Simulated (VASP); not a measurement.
# SiO2 (P4_2/mnm) in VASP: a series of runs

The runs below take SiO2 through single point, with LDA.

Program: VASP 6.6.1. These are calculated values, not measurements. Logs are shortened: lines on timing, memory, paths and dates and some standing lists are left out, and cuts for length are marked.

## 1. The cell of the first run

The structure is tetragonal, space group P4_2/mnm (No. 136). Conventional cell: a = 4.280 Å, b = 4.280 Å, c = 2.917 Å, α = 90.00°, β = 90.00°, γ = 90.00°. Si (site symmetry mmm) has 6 O at 1.85 to 1.87 Å within 2.5 Å. Within 2.5 Å of O (site symmetry m2m) lie 3 Si at 1.85 to 1.87 Å and 1 O at 2.35 Å.

## 2. Single point, LDA

INCAR

```
SYSTEM = SiO2
  PREC = Accurate
  ENCUT = 520
  EDIFF = 1E-6
  ISMEAR = 0
  SIGMA = 0.05
  LREAL = .False.
  LASPH = .True.
  NELM = 80
  ALGO = Normal
  ISIF = 2
  LWAVE = .False.
  LCHARG = .True.
  GGA = CA
  LELF = .True.
  LVHAR = .True.
  NBANDS = 25
```

KPOINTS

```
regular mesh
0
Gamma
  6 6 8
  0 0 0
```

POSCAR

```
SiO2
1.0
    4.2798000000      0.0000000000      0.0000000000
    0.0000000000      4.2798000000      0.0000000000
    0.0000000000      0.0000000000      2.9168000000
Si O
2 4
Direct
    0.5000000000      0.5000000000      0.5000000000
    0.0000000000      0.0000000000      0.0000000000
    0.6944252994      0.6944252994      0.0000000000
    0.1944252994      0.8055747006      0.5000000000
    0.3055747006      0.3055747006      0.0000000000
    0.8055747006      0.1944252994      0.5000000000
```

Potentials or basis: VASP PAW LDA potentials, release 64 (Si, O).

On the command line:

```bash
cat potpaw_LDA.64/Si/POTCAR potpaw_LDA.64/O/POTCAR > POTCAR
mpirun -np 1 vasp_std > vasp.out
```

OUTCAR:

```text
SYSTEM = SiO2
   PREC = Accurate
   ENCUT = 520
   EDIFF = 1E-6
   ISMEAR = 0
   LREAL = .False.
   LASPH = .True.
   NELM = 80
   ISIF = 2
   GGA = CA

 ion  position               nearest neighbor table
   1  0.500  0.500  0.500-   4 1.85   6 1.85   5 1.87   3 1.87   3 1.87   5 1.87
   2  0.000  0.000  0.000-   3 1.85   5 1.85   4 1.87   6 1.87   4 1.87   6 1.87
   3  0.694  0.694  0.000-   2 1.85   1 1.87   1 1.87
   4  0.194  0.806  0.500-   1 1.85   2 1.87   2 1.87
   5  0.306  0.306  0.000-   2 1.85   1 1.87   1 1.87
   6  0.806  0.194  0.500-   1 1.85   2 1.87   2 1.87

  LATTYP: Found a simple tetragonal cell.
 ALAT       =     4.2798000000
 C/A-ratio  =     0.6815271742

  Lattice vectors:

 A1 = (   4.2798000000,   0.0000000000,   0.0000000000)
 A2 = (   0.0000000000,   4.2798000000,   0.0000000000)
 A3 = (   0.0000000000,   0.0000000000,   2.9168000000)

Analysis of symmetry for initial positions (statically):
=====================================================================
 Subroutine PRICEL returns:
 Original cell was already a primitive cell.

 Routine SETGRP: Setting up the symmetry group for a
 simple tetragonal supercell.

 Subroutine GETGRP returns: Found 16 space group operations
 (whereof  8 operations were pure point group operations)
 out of a pool of 16 trial point group operations.

The static configuration has the point symmetry D_2h.
 The point group associated with its full space group is D_4h.

Analysis of symmetry for dynamics (positions and initial velocities):
=====================================================================
 Subroutine PRICEL returns:
 Original cell was already a primitive cell.

 Routine SETGRP: Setting up the symmetry group for a
 simple tetragonal supercell.

 Subroutine GETGRP returns: Found 16 space group operations
 (whereof  8 operations were pure point group operations)
 out of a pool of 16 trial point group operations.

The dynamic configuration has the point symmetry D_2h.
 The point group associated with its full space group is D_4h.

 Subroutine INISYM returns: Found 16 space group operations
 (whereof  8 operations are pure point group operations),
 and found     1 'primitive' translations

----------------------------------------------------------------------------------------

                                     Primitive cell

  volume of cell :      53.4261

  direct lattice vectors                    reciprocal lattice vectors
     4.279800000  0.000000000  0.000000000     0.233655778  0.000000000  0.000000000
     0.000000000  4.279800000  0.000000000     0.000000000  0.233655778  0.000000000
     0.000000000  0.000000000  2.916800000     0.000000000  0.000000000  0.342841470

  length of vectors
     4.279800000  4.279800000  2.916800000     0.233655778  0.233655778  0.342841470

  position of ions in fractional coordinates (direct lattice)
     0.500000000  0.500000000  0.500000000
     0.000000000  0.000000000  0.000000000
     0.694425299  0.694425299  0.000000000
     0.194425299  0.805574701  0.500000000
     0.305574701  0.305574701  0.000000000
     0.805574701  0.194425299  0.500000000

  ion indices of the primitive-cell ions
   primitive index   ion index
                 1           1
                 2           2
                 3           3
                 4           4
                 5           5
                 6           6

----------------------------------------------------------------------------------------

 KPOINTS: regular mesh

Automatic generation of k-mesh.
 Grid dimensions read from file:
 generate k-points for:    6    6    8

 Generating k-lattice:

  Cartesian coordinates                     Fractional coordinates (reciprocal lattice)
     0.038942630  0.000000000  0.000000000     0.166666667  0.000000000  0.000000000
     0.000000000  0.038942630  0.000000000     0.000000000  0.166666667  0.000000000
     0.000000000  0.000000000  0.042855184     0.000000000  0.000000000  0.125000000

  Length of vectors
     0.038942630  0.038942630  0.042855184

  Shift w.r.t. Gamma in fractional coordinates (k-lattice)
     0.000000000  0.000000000  0.000000000

 Subroutine IBZKPT returns following result:
 ===========================================

 Found     50 irreducible k-points:

 Following reciprocal coordinates:
            Coordinates               Weight
  0.000000  0.000000  0.000000      1.000000
  0.166667  0.000000  0.000000      4.000000
  0.333333  0.000000  0.000000      4.000000
  0.500000  0.000000  0.000000      2.000000
  0.166667  0.166667  0.000000      4.000000
  0.333333  0.166667  0.000000      8.000000
[... 16 lines left out ...]
  0.333333  0.000000  0.250000      8.000000
  0.500000  0.000000  0.250000      4.000000
 [... further k-points ...]
   k-points           NKPTS =     50   k-points in BZ     NKDIM =     50   number of bands    NBANDS=     25
   number of dos      NEDOS =    301   number of ions     NIONS =      6
   total plane-waves  NPLWV =  24576
   dimension x,y,z NGX =    32 NGY =   32 NGZ =   24
   dimension x,y,z NGXF=    64 NGYF=   64 NGZF=   48
   ions per type =               2   4
   NGX,Y,Z   is equivalent  to a cutoff of  12.43, 12.43, 13.68 a.u.
   NGXF,Y,Z  is equivalent  to a cutoff of  24.86, 24.86, 27.36 a.u.
 SYSTEM =  SiO2
   PREC   = accura    normal or accurate (medium, high low for compatibility)
   ISTART =      0    job   : 0-new  1-cont  2-samecut
   ICHARG =      2    charge: 1-file 2-atom 10-const
   ISPIN  =      1    spin polarized calculation?
   LNONCOLLINEAR =      F non collinear calculations
   LSORBIT =      F    spin-orbit coupling
   LASPH  =      T    aspherical Exc in radial PAW
   ENCUT  =  520.0 eV  38.22 Ry    6.18 a.u.   7.96  7.96  5.42*2*pi/ulx,y,z
   NELM   =     80;   NELMIN=  2; NELMDL= -5     # of ELM steps
   EDIFF  = 0.1E-05   stopping-criterion for ELM
   LREAL  =      F    real-space projection
   EDIFFG = 0.1E-04   stopping-criterion for IOM
   NSW    =      0    number of steps for IOM
   IBRION =     -1    ionic relax: 0-MD 1-quasi-New 2-CG
   NFREE  =      0    steps in history (QN), initial steepest desc. (CG)
   ISIF   =      2    stress and relaxation
   ISYM   =      2    0-nonsym 1-usesym 2-fastsym
   POTIM  = 0.5000    time-step for ionic-motion
   TEBEG  =    0.0;   TEEND  =   0.0 temperature during run
   PSTRESS=    0.0 pullay stress
   NELECT =      32.0000    total number of electrons
   NUPDOWN=      -1.0000    fix difference up-down
   EMIN   =  10.00;   EMAX   =-10.00  energy-range for DOS
   EFERMI =   0.00;   METHOD = LEGACY
   ISMEAR =     0;   SIGMA  =   0.05  broadening in eV -4-tet -1-fermi 0-gaus
   EFERMI_NEDOS =   21; number of points for ismear=-14 and -15
   IALGO  =     38    algorithm
   IMIX   =      4    mixing-type and parameters
     AMIX     =   0.40;   BMIX     =  1.00
     AMIX_MAG =   1.60;   BMIX_MAG =  1.00
  volume/ion in A,a.u.               =       8.90        60.09
  Fermi-wavevector in a.u.,A,eV,Ry     =   1.379983  2.607789 25.910283  1.904352
  Thomas-Fermi vector in A             =   2.504902
   LORBIT       =      0    0 simple, 1 ext, 2 COOP (PROOUT), +10 PAW based schemes
   GGA     = CA    functional components
   LHFCALC =     F    Hartree Fock is set to
   AEXX    =    0.0000 exact exchange contribution
   IVDW    =     0    specifies the selected vdW correction
   LEPSILON=     F    determine dielectric tensor
   LRPA    =     F    only Hartree local field effects (RPA)
 non-spin polarized calculation
 Gauss-broadening in eV      SIGMA  =   0.05
  energy-cutoff  :      520.00
  volume of cell :       53.43
 maximum number of plane-waves:      1456
 NGX is ok and might be reduce to    32
   NGX = 15   NGY = 15   NGZ = 11

 number of electron      32.0000028 magnetization

 Free energy of the ion-electron system (eV)
  ---------------------------------------------------
  ext. energy  EPLUGINS =         0.00000000
  ---------------------------------------------------
  free energy    TOTEN  =       -50.80553091 eV

  energy without entropy =      -50.80553091  energy(sigma->0) =      -50.80553091

 E-fermi :   6.5643     XC(G=0): -12.0688

 val. band max:        6.3407010717   @ k =   0.0000   0.0000   0.0000
 cond. band min:       9.4035077503   @ k =   0.0000   0.0000   0.0000
 fundamental gap:      3.0628066786
 Fermi energy:         6.5642932360

 k-point     1 :       0.0000    0.0000    0.0000
  band No.  band energies     occupation
      1     -14.6270      2.00000
      2     -11.4562      2.00000
      3     -11.4562      2.00000
      4     -11.1445      2.00000
      5      -3.8082      2.00000
      6       0.8510      2.00000
[... 17 lines left out ...]
     24      19.1384      0.00000
     25      20.2875      0.00000

 k-point     2 :       0.1667    0.0000    0.0000
  band No.  band energies     occupation
      1     -14.4938      2.00000
      2     -11.9719      2.00000
      3     -11.3939      2.00000
      4     -10.9132      2.00000
      5      -3.5626      2.00000
      6       0.1268      2.00000
[... 17 lines left out ...]
     24      18.6839      0.00000
     25      20.3097      0.00000

 k-point     3 :       0.3333    0.0000    0.0000
  band No.  band energies     occupation
      1     -14.1055      2.00000
      2     -12.7461      2.00000
      3     -11.2265      2.00000
      4     -10.8669      2.00000
      5      -2.9149      2.00000
      6      -0.9715      2.00000
[... 17 lines left out ...]
     24      18.7162      0.00000
     25      18.7921      0.00000

 k-point     4 :       0.5000    0.0000    0.0000
  band No.  band energies     occupation
      1     -13.4987      2.00000
      2     -13.4987      2.00000
      3     -11.0155      2.00000
      4     -11.0155      2.00000
      5      -2.0185      2.00000
      6      -2.0185      2.00000
[... 17 lines left out ...]
     24      17.4406      0.00000
     25      19.8520      0.00000

 k-point     5 :       0.1667    0.1667    0.0000
  band No.  band energies     occupation
      1     -14.3641      2.00000
      2     -12.1217      2.00000
      3     -11.5380      2.00000
      4     -10.8522      2.00000
      5      -3.3115      2.00000
      6      -0.0965      2.00000
[... 17 lines left out ...]
     24      18.6695      0.00000
     25      19.7579      0.00000

 k-point     6 :       0.3333    0.1667    0.0000
  band No.  band energies     occupation
      1     -13.9878      2.00000
      2     -12.7132      2.00000
      3     -11.4376      2.00000
      4     -10.9379      2.00000
      5      -2.6623      2.00000
      6      -0.8738      2.00000
[... 17 lines left out ...]
     24      18.7616      0.00000
     25      18.8141      0.00000
[... 393 lines left out ...]
 k-point    21 :       0.0000    0.0000    0.2500
  band No.  band energies     occupation
      1     -13.9895      2.00000
      2     -11.3290      2.00000
      3     -11.2141      2.00000
      4     -11.2141      2.00000
      5      -3.6454      2.00000
      6       0.1175      2.00000
[... 17 lines left out ...]
     24      18.7480      0.00000
     25      18.9366      0.00000

 k-point    22 :       0.1667    0.0000    0.2500
  band No.  band energies     occupation
      1     -13.8690      2.00000
      2     -11.7369      2.00000
      3     -11.1804      2.00000
      4     -11.0220      2.00000
      5      -3.3775      2.00000
      6      -0.2706      2.00000
[... 17 lines left out ...]
     24      18.4566      0.00000
     25      19.0835      0.00000

 k-point    23 :       0.3333    0.0000    0.2500
  band No.  band energies     occupation
      1     -13.5204      2.00000
      2     -12.3507      2.00000
      3     -11.0949      2.00000
      4     -10.9569      2.00000
      5      -2.6597      2.00000
      6      -0.6856      2.00000
[... 17 lines left out ...]
     24      17.8374      0.00000
     25      19.1766      0.00000

 k-point    24 :       0.5000    0.0000    0.2500
  band No.  band energies     occupation
      1     -12.9872      2.00000
      2     -12.9872      2.00000
      3     -11.0013      2.00000
      4     -11.0013      2.00000
      5      -1.6605      2.00000
      6      -1.6605      2.00000
[... 17 lines left out ...]
     24      17.7793      0.00000
     25      19.0160      0.00000

 [... further k-points ...]
[... 5 lines left out ...]
  --------------------------------------------------------------------------------------
  -------------------------------------------------------------------------------------
  Total       -9.6416781     -9.6416781    -18.3380327      0.0000000      0.0000000      0.0000000
  in kB     -289.1409540   -289.1409540   -549.9329284      0.0000000      0.0000000      0.0000000
  external PRESSURE =    -376.0716122 kB  Pullay stress =       0.0000000 kB

 VOLUME and BASIS-vectors are now :
 -----------------------------------------------------------------------------
  energy-cutoff  :      520.00
  volume of cell :       53.43
      direct lattice vectors                 reciprocal lattice vectors
     4.279800000  0.000000000  0.000000000     0.233655778  0.000000000  0.000000000
     0.000000000  4.279800000  0.000000000     0.000000000  0.233655778  0.000000000
     0.000000000  0.000000000  2.916800000     0.000000000  0.000000000  0.342841470

 POSITION                                       TOTAL-FORCE (eV/Angst)
 -----------------------------------------------------------------------------------
      2.13990      2.13990      1.45840         0.000000      0.000000      0.000000
      0.00000      0.00000      0.00000         0.000000      0.000000      0.000000
      2.97200      2.97200      0.00000        -0.122319     -0.122319     -0.000000
      0.83210      3.44770      1.45840        -0.122319      0.122319      0.000000
      1.30780      1.30780      0.00000         0.122319      0.122319      0.000000
      3.44770      0.83210      1.45840         0.122319     -0.122319     -0.000000
 -----------------------------------------------------------------------------------
    total drift:                                0.000000      0.000000     -0.000000

  FREE ENERGIE OF THE ION-ELECTRON SYSTEM (eV)
  ---------------------------------------------------
  free  energy   TOTEN  =       -50.8055309131 eV

  energy  without entropy=      -50.8055309131  energy(sigma->0) =      -50.80553091
```

It took 94 s on 1 thread of AMD EPYC 7R13, shared host; peak memory 0.14 GiB.

Results:

* Free energy: -50.8055 eV
* Pressure: -37.6 GPa
* Largest force: 0.173 eV/Å
* Band gap on the k mesh: 3.06 eV, direct

Forces in eV/Å, atoms in the order of the input:
```
Si   0.000  0.000  0.000
Si   0.000  0.000  0.000
O   -0.122 -0.122  0.000
O   -0.122  0.122  0.000
O    0.122  0.122  0.000
O    0.122 -0.122  0.000
```

Stress tensor (GPa, compression positive):
```
-28.91   0.00   0.00
  0.00 -28.91   0.00
  0.00   0.00 -54.99
```

LDA gaps usually lie below the measured ones, often by a third to a half.

[end of part 1 of 2]
